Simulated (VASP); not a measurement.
# InP (Fm-3m) in VASP: further runs

InP is run at these levels: LDA, PBE; tasks: single point.

Program: VASP 6.6.1. These are calculated values, not measurements. Logs are shortened: lines on timing, memory, paths and dates and some standing lists are left out, and cuts for length are marked.

### 1 The cell of the first run

Symmetry: Fm-3m, No. 225, cubic system. The conventional cell has a = 5.538 Å, b = 5.538 Å, c = 5.538 Å, α = 90.00°, β = 90.00°, γ = 90.00°. In (site symmetry m-3m) has 6 P at 2.77 Å within 3.6 Å. Within 3.6 Å of P (site symmetry m-3m) lie 6 In at 2.77 Å.

### 2 Single point, LDA, non-collinear spin, zero start, spin-orbit coupling

INCAR reads:

```
  PREC = Accurate
  ENCUT = 520
  EDIFF = 1E-6
  ISMEAR = -1
  SIGMA = 0.05
  LREAL = F
  LASPH = T
  NELM = 150
  ALGO = Normal
  ISIF = 2
  LWAVE = F
  LCHARG = T
  MAGMOM = 0 0 0 0 0 0
  LORBIT = 11
  LSORBIT = T
  GGA_COMPAT = F
  LORBMOM = T
  LVHAR = T
  NBANDS = 30
```

KPOINTS reads:

```
regular mesh
0
Gamma
  6 6 6
```

POSCAR reads:

```
InP
1.0
    0.0000000000      2.7688340000      2.7688340000
    2.7688340000      0.0000000000      2.7688340000
    2.7688340000      2.7688340000      0.0000000000
In P
1 1
Direct
    0.0000000000      0.0000000000      0.0000000000
    0.5000000000      0.5000000000      0.5000000000
```

Potentials or basis: VASP PAW LDA potentials, release 64 (In_d, P).

On the command line:

```
$ cat potpaw_LDA.64/In_d/POTCAR potpaw_LDA.64/P/POTCAR > POTCAR
$ mpirun -np 1 vasp_ncl > vasp.out
```

OUTCAR:

```text
PREC = Accurate
   ENCUT = 520
   EDIFF = 1E-6
   ISMEAR = -1
   LREAL = F
   LASPH = T
   NELM = 150
   ISIF = 2
   LORBIT = 11
   LSORBIT = T

 ion  position               nearest neighbor table
   1  0.000  0.000  0.000-   2 2.77   2 2.77   2 2.77   2 2.77   2 2.77   2 2.77
   2  0.500  0.500  0.500-   1 2.77   1 2.77   1 2.77   1 2.77   1 2.77   1 2.77

  LATTYP: Found a face centered cubic cell.
 ALAT       =     5.5376680000

  Lattice vectors:

 A1 = (   0.0000000000,   2.7688340000,   2.7688340000)
 A2 = (   2.7688340000,   0.0000000000,   2.7688340000)
 A3 = (   2.7688340000,   2.7688340000,   0.0000000000)

Analysis of symmetry for initial positions (statically):
=====================================================================
 Subroutine PRICEL returns:
 Original cell was already a primitive cell.

 Routine SETGRP: Setting up the symmetry group for a
 face centered cubic supercell.

 Subroutine GETGRP returns: Found 48 space group operations
 (whereof 48 operations were pure point group operations)
 out of a pool of 48 trial point group operations.

The static configuration has the point symmetry O_h .

Analysis of symmetry for dynamics (positions and initial velocities):
=====================================================================
 Subroutine PRICEL returns:
 Original cell was already a primitive cell.

 Routine SETGRP: Setting up the symmetry group for a
 face centered cubic supercell.

 Subroutine GETGRP returns: Found 48 space group operations
 (whereof 48 operations were pure point group operations)
 out of a pool of 48 trial point group operations.

The dynamic configuration has the point symmetry O_h .

Analysis of structural, dynamic, and magnetic symmetry:
=====================================================================
 Subroutine PRICEL returns:
 Original cell was already a primitive cell.

 Routine SETGRP: Setting up the symmetry group for a
 face centered cubic supercell.

 Subroutine GETGRP returns: Found 48 space group operations
 (whereof 48 operations were pure point group operations)
 out of a pool of 48 trial point group operations.

The overall configuration has the point symmetry O_h .

 Subroutine INISYM returns: Found 48 space group operations
 (whereof 48 operations are pure point group operations),
 and found     1 'primitive' translations

----------------------------------------------------------------------------------------

                                     Primitive cell

  volume of cell :      42.4542

  direct lattice vectors                    reciprocal lattice vectors
     0.000000000  2.768834000  2.768834000    -0.180581429  0.180581429  0.180581429
     2.768834000  0.000000000  2.768834000     0.180581429 -0.180581429  0.180581429
     2.768834000  2.768834000  0.000000000     0.180581429  0.180581429 -0.180581429

  length of vectors
     3.915722595  3.915722595  3.915722595     0.312776210  0.312776210  0.312776210

  position of ions in fractional coordinates (direct lattice)
     0.000000000  0.000000000  0.000000000
     0.500000000  0.500000000  0.500000000

  ion indices of the primitive-cell ions
   primitive index   ion index
                 1           1
                 2           2

----------------------------------------------------------------------------------------

 KPOINTS: regular mesh

Automatic generation of k-mesh.
 Grid dimensions read from file:
 generate k-points for:    6    6    6

 Generating k-lattice:

  Cartesian coordinates                     Fractional coordinates (reciprocal lattice)
    -0.030096905  0.030096905  0.030096905     0.166666667  0.000000000  0.000000000
     0.030096905 -0.030096905  0.030096905     0.000000000  0.166666667  0.000000000
     0.030096905  0.030096905 -0.030096905     0.000000000  0.000000000  0.166666667

  Length of vectors
     0.052129368  0.052129368  0.052129368

  Shift w.r.t. Gamma in fractional coordinates (k-lattice)
     0.000000000  0.000000000  0.000000000

 Subroutine IBZKPT returns following result:
 ===========================================

 Found     16 irreducible k-points:

 Following reciprocal coordinates:
            Coordinates               Weight
  0.000000  0.000000  0.000000      1.000000
  0.166667  0.000000  0.000000      8.000000
  0.333333  0.000000  0.000000      8.000000
  0.500000  0.000000  0.000000      4.000000
  0.166667  0.166667  0.000000      6.000000
  0.333333  0.166667  0.000000     24.000000
[... 32 lines left out ...]
   IBRION =     -1    ionic relax: 0-MD 1-quasi-New 2-CG
   NFREE  =      0    steps in history (QN), initial steepest desc. (CG)
   ISIF   =      2    stress and relaxation
   ISYM   =      2    0-nonsym 1-usesym 2-fastsym
   POTIM  = 0.5000    time-step for ionic-motion
   TEBEG  =    0.0;   TEEND  =   0.0 temperature during run
   PSTRESS=    0.0 pullay stress
   NELECT =      18.0000    total number of electrons
   NUPDOWN=      -1.0000    fix difference up-down
   EMIN   =  10.00;   EMAX   =-10.00  energy-range for DOS
   EFERMI =   0.00;   METHOD = LEGACY
   ISMEAR =    -1;   SIGMA  =   0.05  broadening in eV -4-tet -1-fermi 0-gaus
   EFERMI_NEDOS =   21; number of points for ismear=-14 and -15
   IALGO  =     38    algorithm
   IMIX   =      4    mixing-type and parameters
     AMIX     =   0.40;   BMIX     =  1.00
     AMIX_MAG =   1.60;   BMIX_MAG =  1.00
  volume/ion in A,a.u.               =      21.23       143.25
  Fermi-wavevector in a.u.,A,eV,Ry     =   1.229869  2.324115 20.579860  1.512577
  Thomas-Fermi vector in A             =   2.364739
   LORBIT       =     11    0 simple, 1 ext, 2 COOP (PROOUT), +10 PAW based schemes
   GGA     = CA    functional components
   LHFCALC =     F    Hartree Fock is set to
   AEXX    =    0.0000 exact exchange contribution
   IVDW    =     0    specifies the selected vdW correction
   LEPSILON=     F    determine dielectric tensor
   LRPA    =     F    only Hartree local field effects (RPA)
  energy-cutoff  :      520.00
  volume of cell :       42.45
 maximum number of plane-waves:      2324
 NGX is ok and might be reduce to    30
   NGX = 15   NGY = 15   NGZ = 15

 number of electron      18.0000009 magnetization      -0.0000000      0.0000000      0.0000000

 number of electron      18.0000009 magnetization       0.0000000     -0.0000000     -0.0000000

 number of electron      18.0000009 magnetization      -0.0000000     -0.0000000     -0.0000000

 number of electron      18.0000009 magnetization       0.0000000      0.0000000      0.0000000

 Free energy of the ion-electron system (eV)
  ---------------------------------------------------
  ext. energy  EPLUGINS =         0.00000000
  ---------------------------------------------------
  free energy    TOTEN  =        -9.33566944 eV

  energy without entropy =       -9.32317852  energy(sigma->0) =       -9.32942398

 E-fermi :   6.8473     XC(G=0): -10.6389

 val. band max:        6.8048673105   @ k =   0.3333   0.0000   0.0000
 cond. band min:       6.8567395615   @ k =   0.3333   0.0000   0.0000
 fundamental gap:      0.0518722510
 Fermi energy:         6.8473422835

 k-point     1 :       0.0000    0.0000    0.0000
  band No.  band energies     occupation
      1      -7.7768      1.00000
      2      -7.7768      1.00000
      3      -7.7768      1.00000
      4      -7.7768      1.00000
      5      -6.9300      1.00000
      6      -6.9300      1.00000
[... 517 lines left out ...]
     29      18.9624      0.00000
     30      18.9624      0.00000

------------------------ aborting loop because EDIFF is reached ----------------------------------------

  FORCE on cell =-STRESS in cart. coord.  units (eV):
  Direction    XX          YY          ZZ          XY          YZ          ZX
  --------------------------------------------------------------------------------------
  -------------------------------------------------------------------------------------
  Total       -1.3258545     -1.3258545     -1.3258545     -0.0000000      0.0000000      0.0000000
  in kB      -50.0363575    -50.0363575    -50.0363575     -0.0000000      0.0000000      0.0000000
  external PRESSURE =     -50.0363575 kB  Pullay stress =       0.0000000 kB

 VOLUME and BASIS-vectors are now :
 -----------------------------------------------------------------------------
  energy-cutoff  :      520.00
  volume of cell :       42.45
      direct lattice vectors                 reciprocal lattice vectors
     0.000000000  2.768834000  2.768834000    -0.180581429  0.180581429  0.180581429
     2.768834000  0.000000000  2.768834000     0.180581429 -0.180581429  0.180581429
     2.768834000  2.768834000  0.000000000     0.180581429  0.180581429 -0.180581429

 POSITION                                       TOTAL-FORCE (eV/Angst)
 -----------------------------------------------------------------------------------
      0.00000      0.00000      0.00000        -0.000000      0.000000      0.000000
      2.76883      2.76883      2.76883         0.000000     -0.000000     -0.000000
 -----------------------------------------------------------------------------------
    total drift:                               -0.000000      0.000000      0.000000

  FREE ENERGIE OF THE ION-ELECTRON SYSTEM (eV)
  ---------------------------------------------------
  free  energy   TOTEN  =        -9.3356694406 eV

  energy  without entropy=       -9.3231785182  energy(sigma->0) =       -9.32942398

 orbital moment (x)

 # of ion     p       d       tot
 ----------------------------------------
  1         0.000   0.000   0.000
  2         0.000   0.000   0.000
 ----------------------------------------
            0.000   0.000   0.000

 orbital moment (y)

 # of ion     p       d       tot
 ----------------------------------------
  1         0.000   0.000   0.000
  2         0.000   0.000   0.000
 ----------------------------------------
            0.000   0.000   0.000

 orbital moment (z)

 # of ion     p       d       tot
 ----------------------------------------
  1         0.000   0.000   0.000
  2         0.000   0.000   0.000
 ----------------------------------------
            0.000   0.000   0.000

 Spin-Orbit-Coupling matrix elements

 Ion:    1  E_soc:     -0.0693745
 l=   1
     0.0000000    -0.0049780    -0.0049780
    -0.0049780     0.0000000    -0.0049780
    -0.0049780    -0.0049780     0.0000000
 l=   2
     0.0000000    -0.0013217     0.0000000    -0.0013217    -0.0052627
    -0.0013217     0.0000000    -0.0039470    -0.0013217    -0.0013157
     0.0000000    -0.0039470     0.0000000    -0.0039470     0.0000000
    -0.0013217    -0.0013217    -0.0039470     0.0000000    -0.0013157
    -0.0052627    -0.0013157     0.0000000    -0.0013157     0.0000000
 l=   3
     0.0000000     0.0000000     0.0000000     0.0000000     0.0000000     0.0000000     0.0000000
     0.0000000     0.0000000     0.0000000     0.0000000     0.0000000     0.0000000     0.0000000
     0.0000000     0.0000000     0.0000000     0.0000000     0.0000000     0.0000000     0.0000000
     0.0000000     0.0000000     0.0000000     0.0000000     0.0000000     0.0000000     0.0000000
     0.0000000     0.0000000     0.0000000     0.0000000     0.0000000     0.0000000     0.0000000
     0.0000000     0.0000000     0.0000000     0.0000000     0.0000000     0.0000000     0.0000000
     0.0000000     0.0000000     0.0000000     0.0000000     0.0000000     0.0000000     0.0000000

 Ion:    2  E_soc:     -0.0015237
 l=   1
     0.0000000    -0.0002540    -0.0002540
    -0.0002540     0.0000000    -0.0002540
    -0.0002540    -0.0002540     0.0000000
 l=   2
     0.0000000     0.0000000     0.0000000     0.0000000     0.0000000
     0.0000000     0.0000000     0.0000000     0.0000000     0.0000000
     0.0000000     0.0000000     0.0000000     0.0000000     0.0000000
     0.0000000     0.0000000     0.0000000     0.0000000     0.0000000
     0.0000000     0.0000000     0.0000000     0.0000000     0.0000000
 l=   3
     0.0000000     0.0000000     0.0000000     0.0000000     0.0000000     0.0000000     0.0000000
     0.0000000     0.0000000     0.0000000     0.0000000     0.0000000     0.0000000     0.0000000
     0.0000000     0.0000000     0.0000000     0.0000000     0.0000000     0.0000000     0.0000000
     0.0000000     0.0000000     0.0000000     0.0000000     0.0000000     0.0000000     0.0000000
     0.0000000     0.0000000     0.0000000     0.0000000     0.0000000     0.0000000     0.0000000
     0.0000000     0.0000000     0.0000000     0.0000000     0.0000000     0.0000000     0.0000000
     0.0000000     0.0000000     0.0000000     0.0000000     0.0000000     0.0000000     0.0000000

 total charge

# of ion       s       p       d       tot
------------------------------------------
    1        0.877   0.608   9.890  11.374
    2        1.079   1.378   0.000   2.457
--------------------------------------------------
tot          1.956   1.986   9.890  13.831

 magnetization (x)

# of ion       s       p       d       tot
------------------------------------------
    1        0.000  -0.000  -0.000   0.000
    2       -0.000   0.000   0.000   0.000
--------------------------------------------------
tot          0.000  -0.000  -0.000   0.000

 magnetization (y)

# of ion       s       p       d       tot
------------------------------------------
    1        0.000   0.000   0.000   0.000
    2        0.000   0.000   0.000   0.000
--------------------------------------------------
tot          0.000   0.000   0.000   0.000

 magnetization (z)

# of ion       s       p       d       tot
------------------------------------------
    1       -0.000  -0.000   0.000  -0.000
    2        0.000  -0.000   0.000   0.000
--------------------------------------------------
tot         -0.000  -0.000   0.000  -0.000
```

Wall time 1.9 min (1 thread of AMD EPYC 7R13, shared host); peak memory 0.2 GiB.

Results:

```yaml
Free_energy: -9.3357 eV
Pressure: -5.0 GPa
Net_moment: 0.00 μB per cell
Valence_electrons_inside_the_program's_atomic_spheres: In 11.37; P 2.46
```

Moments on the atoms (μB; x, y, z):
```
In  0.00 0.00 0.00
P   0.00 0.00 0.00
```

### 3 Single point, PBE

INCAR reads:

```
SYSTEM = InP
ALGO = Normal ; EDIFF = 1E-7
ENCUT = 520 ; GGA = PE
ISIF = 2 ; ISMEAR = 0
LASPH = .True. ; LCHARG = .False.
LREAL = .False. ; LWAVE = .False.
NBANDS = 16 ; NELM = 100
PREC = Accurate ; SIGMA = 0.05
```

KPOINTS reads:

```
k-points
0
Gamma
  7 7 7
  0 0 0
```

POSCAR is that of step 2.

Potentials or basis: VASP PAW PBE potentials, release 64 (In_d, P).

On the command line:

```
$ cat potpaw_PBE.64/In_d/POTCAR potpaw_PBE.64/P/POTCAR > POTCAR
$ mpirun -np 1 vasp_std > vasp.out
```

Run time: 17 s. Hardware: 1 thread of AMD EPYC 7R43 (Zen 3), shared host; peak memory 0.14 GiB.

It converged, with:

| Quantity | Value |
| --- | --- |
| Free energy | -7.9228 eV |
| Pressure | 0.0 GPa |
| Band gap on the k mesh | zero (band 9 reaches 7.25 eV, above the bottom of band 10 at 4.83 eV) |

Levels at points of the mesh, in eV from the Fermi level:
| k point | band 7 | band 8 | band 9 | band 10 | band 11 | band 12 |
| --- | --- | --- | --- | --- | --- | --- |
| (0.00, 0.00, 0.00) | -0.40 | -0.40 | -0.40 | 0.42 | 6.99 | 6.99 |

Caveat: spin-orbit coupling is left out, which moves the levels of the heavy elements.
